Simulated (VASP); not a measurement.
Ba: single point with PBE

Crystal: Ba.

```xyz
1
Lattice="0.0000 3.1403 3.1403 3.1403 0.0000 3.1403 3.1403 3.1403 0.0000" Properties=species:S:1:pos:R:3 pbc="T T T"
Ba    0.0000    0.0000    0.0000
```

This isn't the form of Ba at room conditions, which is bcc.

```json
{
  "Program": "VASP 6.6.1",
  "Task": "single point",
  "Functional": "PBE",
  "Potentials or basis": "VASP PAW PBE potentials, release 64 (Ba_sv)",
  "Cutoff": "520 eV",
  "k mesh": "12 × 12 × 12",
  "Occupations": "gaussian, width 0.1 eV",
  "Spin": "no spin polarisation"
}
```

The pressure is 0.3 GPa. The band gap on the k mesh is zero (bands 5 and 6 overlap by 0.34 eV).

Levels at points of the mesh, in eV from the Fermi level:
```tsv
k point	band 1	band 2	band 3	band 4	band 5	band 6	band 7	band 8	band 9	band 10
(0.00, 0.00, 0.00)	-28.89	-13.83	-13.83	-13.83	-2.81	1.77	1.77	1.77	3.37	3.37
(0.50, 0.00, 0.00)	-28.84	-14.32	-13.90	-13.90	-0.98	1.09	1.62	1.62	4.59	4.59
(0.50, 0.50, 0.00)	-28.83	-14.29	-14.01	-14.01	-0.86	-0.21	2.12	4.61	4.96	4.96
```

Run time: 17 s on 1 thread of Intel(R) Xeon(R) 6975P-C (Granite Rapids), with other jobs on the host, peak memory 0.23 GiB.

Caveat: spin-orbit coupling is left out, which moves the levels of the heavy elements.
